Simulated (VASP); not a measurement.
Write the native input for VASP 6.6.1 that does the following.

| Property | Result |
| --- | --- |
| Task | single point |
| Functional | PBE |
| Potentials or basis | VASP PAW PBE potentials, release 64 (Ta_pv) |
| Cutoff | 520 eV |
| k mesh | 12 × 12 × 12 |
| Occupations | fermi-dirac, width 0.08 eV |
| Spin | no spin polarisation |
| Dipole correction | no |
| Further INCAR settings | ALGO = Normal; EDIFF = 1e-06; NBANDS = 18 |

The structure of Ta lies in POSCAR:

```
Ta
1.0
    0.0000000000      2.3033427297      2.3033427297
    2.3033427297      0.0000000000      2.3033427297
    2.3033427297      2.3033427297      0.0000000000
Ta
2
Direct
   -0.1250000000     -0.1250000000     -0.1250000000
    0.1250000000      0.1250000000      0.1250000000
```

This cell differs from its parent crystal: volume scaled by 0.43.

These files were run (other wordings do the same):

INCAR

```
SYSTEM = Ta
PREC = Accurate
ENCUT = 520
EDIFF = 1E-6
ISMEAR = -1
SIGMA = 0.08
LREAL = .False.
LASPH = .True.
NELM = 60
ALGO = Normal
ISIF = 2
LWAVE = .False.
LCHARG = .True.
GGA = PE
LELF = .True.
LVHAR = .True.
NBANDS = 18
```

KPOINTS

```
regular mesh
0
Gamma
  12 12 12
  0 0 0
```

Potentials or basis: VASP PAW PBE potentials, release 64 (Ta_pv).

Launch:

```bash
$ cat potpaw_PBE.64/Ta_pv/POTCAR > POTCAR
$ mpirun -np 1 vasp_std > vasp.out
```

Results of the run:

The pressure is 331.4 GPa and the band gap on the k mesh is zero (band 11 reaches 11.46 eV, above the bottom of band 12 at 6.73 eV).

Caveat: spin-orbit coupling is left out, which moves the levels of the heavy elements.

It took 18 s on 1 thread of Intel Xeon 6975P-C, on a shared host, peak memory 0.15 GiB.
